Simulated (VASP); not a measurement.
# InSb: electric field gradients with LDA

InSb:

```
In Sb
1.0
     5.35700    0.00000    0.00000
     0.00000    5.71200    0.00000
     0.00000    0.00000    3.06300
In Sb
2 2
Direct
  0.00000 0.00000 0.00000
  0.50000 0.50000 0.00000
  0.50000 0.00000 0.83500
  0.00000 0.50000 0.16500
```

```json
{
  "Program": "VASP 6.6.1",
  "Task": "electric field gradients",
  "Functional": "LDA",
  "Potentials or basis": "VASP PAW LDA potentials, release 64 (In_d, Sb)",
  "Cutoff": "520 eV",
  "k mesh": "6 × 6 × 11",
  "Occupations": "fermi-dirac, width 0.08 eV",
  "Spin": "no spin polarisation",
  "Dipole correction": "no",
  "Further INCAR settings": "ALGO = Normal; EDIFF = 1e-08; NBANDS = 26"
}
```

The pressure is 11.8 GPa. The largest force is 0.614 eV/Å, the band gap on the k mesh is zero (bands 18 and 19 overlap by 3.30 eV) and the largest electric field gradient by atom is In -85.0; Sb +155.5 V/Å².

Forces in eV/Å, atoms in the order of the input:
```
In   0.000  0.000  0.249
In   0.000  0.000 -0.249
Sb   0.000  0.000 -0.614
Sb   0.000  0.000  0.614
```

Stress tensor (GPa, compression positive):
```
22.97  0.00  0.00
 0.00  8.85  0.00
 0.00  0.00  3.70
```

Levels at points of the mesh, in eV from the Fermi level:
| k point | band 15 | band 16 | band 17 | band 18 | band 19 | band 20 | band 21 | band 22 |
| --- | --- | --- | --- | --- | --- | --- | --- | --- |
| (0.00, 0.00, 0.00) | -5.75 | -2.95 | -2.72 | -2.20 | 3.14 | 4.28 | 4.29 | 6.25 |
| (0.50, 0.00, 0.00) | -4.44 | -4.44 | 0.99 | 0.99 | 4.28 | 4.28 | 4.65 | 4.65 |
| (0.00, 0.50, 0.00) | -4.62 | -4.62 | -0.37 | -0.37 | 3.84 | 3.84 | 4.50 | 4.50 |
| (0.50, 0.50, 0.00) | -0.40 | -0.40 | 1.31 | 1.31 | 2.41 | 2.41 | 2.73 | 2.73 |

Electric field gradients, principal values (V/Å²):
| atom | least | middle | greatest (by size) |
| --- | --- | --- | --- |
| 1 In | 12.838 | 72.147 | -84.986 |
| 2 In | 12.838 | 72.147 | -84.986 |
| 3 Sb | -72.382 | -83.145 | 155.527 |
| 4 Sb | -72.382 | -83.145 | 155.527 |

Run time: 110 s on 1 thread of Intel(R) Xeon(R) Platinum 8375C CPU @ 2.90GHz (Ice Lake) (shared host), peak memory 0.31 GiB.

Caveat: the cell stands under pressure; without QUAD_EFG the Cq values of the log hold for a quadrupole moment of 1 mb, not for the nuclei; spin-orbit coupling is left out, which moves the levels of the heavy elements.
